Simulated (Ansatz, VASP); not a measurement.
**CdF2 in VASP and in Ansatz**

```
CELL_PARAMETERS angstrom
0.00000 2.62410 2.68258
2.68258 0.00000 2.68258
2.68258 2.62410 0.00000
ATOMIC_POSITIONS crystal
Cd 0.00000 0.00000 0.00000
F 0.25000 0.25000 0.25000
F 0.75000 0.75000 0.75000
```

Change from the starting cell: uniaxial_y strain -2.2%.

Alike in both runs: task single point; functional r2SCAN; k mesh 8 × 8 × 8; no spin polarisation.

```csv
,VASP,Ansatz
version,VASP 6.6.1,Ansatz 0.2.0
potentials or method,"VASP PAW PBE potentials, release 64 (Cd, F)","plane waves, PAW"
plane-wave cutoff (eV),520,500
occupations,"gaussian, width 0.01 eV",fixed
valence electrons in the cell,26,34
```

Ansatz gave:

* gap on the k mesh at the Fermi level (eV): 3.90
* pressure (GPa): 4.3
* traceless stress, the component that is largest in VASP (GPa): 1.77

Q: Estimate VASP's values.

A: gap on the k mesh at the Fermi level (eV): 3.86; pressure (GPa): 5.5; traceless stress, the component that is largest in VASP (GPa): 1.74.

VASP's potentials were made for PBE, not for r2SCAN. VASP's potentials hold 26 valence electrons a cell and Ansatz's 34, so a difference there can come from the potentials and not from the codes.
